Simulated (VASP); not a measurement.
A run of VASP 6.6.1:

INCAR

```
ALGO     = Normal         # electronic algorithm
EDIFF    = 1E-6           # SCF threshold, eV
ENCUT    = 520            # plane-wave cutoff, eV
GGA      = PS             # functional
ISIF     = 2              # what is computed and relaxed
ISMEAR   = -1             # smearing method
LASPH    = T              # aspherical terms in the spheres
LCHARG   = T              # write CHGCAR
LELF     = T              # ELF
LREAL    = F              # projectors in reciprocal space
LVHAR    = T            
LWAVE    = F              # write WAVECAR
NBANDS   = 28             # bands
NELM     = 100            # most SCF steps
PREC     = Accurate       # precision mode
SIGMA    = 0.03           # smearing width, eV
```

Contents of KPOINTS:

```
k-points
0
Gamma
  7 7 7
```

Contents of POSCAR:

```
BaTiO3
1.0
    3.9998000000      0.0000000000      0.0000000000
    0.0000000000      3.9998000000      0.0000000000
    0.0000000000      0.0000000000      4.0983600000
Ba Ti O
1 1 3
Direct
    0.0000000000      0.0000000000      0.0000000000
    0.5000000000      0.5000000000      0.5000000000
    0.5000000000      0.5000000000      0.0000000000
    0.5000000000      0.0000000000      0.5000000000
    0.0000000000      0.5000000000      0.5000000000
```

Potentials or basis: VASP PAW PBE potentials, release 64 (Ba_sv, Ti_sv, O).

Launch:

```bash
$ cat potpaw_PBE.64/Ba_sv/POTCAR potpaw_PBE.64/Ti_sv/POTCAR potpaw_PBE.64/O/POTCAR > POTCAR
$ mpirun -np 1 vasp_std > vasp.out
```

Hardware: 1 thread of AMD EPYC 7R13, with other jobs on the host.

Question: How long does it take, and how much memory?

Answer: It took 2.7 min on 1 thread of AMD EPYC 7R13 (shared host), peak memory 0.19 GiB. Counts: scf iterations 17, k points 40.
